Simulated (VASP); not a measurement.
Here is a VASP 6.6.1 calculation.

INCAR

```
  PREC = Accurate
  ENCUT = 520
  EDIFF = 1E-6
  ISMEAR = 0
  SIGMA = 0.15
  LREAL = F
  LASPH = T
  NELM = 100
  ALGO = Fast
  ISIF = 2
  LWAVE = F
  LCHARG = F
  GGA = PS
  NBANDS = 10
```

The input KPOINTS:

```
Automatic mesh
0
Gamma
  20 20 20
```

The input POSCAR:

```
Re
1.0
    0.0864062500      1.9750000000      1.9750000000
    1.9750000000      0.0864062500      1.9750000000
    2.0614062500      2.0614062500      0.0000000000
Re
1
Direct
    0.0000000000      0.0000000000      0.0000000000
```

Potentials or basis: VASP PAW PBE potentials, release 64 (Re).

The run is started by

```console
$ cat potpaw_PBE.64/Re/POTCAR > POTCAR
$ mpirun -np 1 vasp_std > vasp.out
```

**Question.** Estimate the pressure.

**Answer.** -16.3 GPa.

**Question.** Predict the band gap on the k mesh.

**Answer.** Zero (an odd number of electrons rules out a gap without spin polarisation).

Stress tensor (GPa, compression positive):
```
-15.54 -17.06   0.00
-17.06 -15.54   0.00
  0.00   0.00 -17.68
```

Caveat: the cell differs from its parent crystal (strain +0.0875 x Voigt [0, 0, 0, 0, 0, 1]); the cell stands under tension; the PAW data sets were made with another functional, which shifts forces and pressure a little; spin-orbit coupling is left out, which moves the levels of the heavy elements.
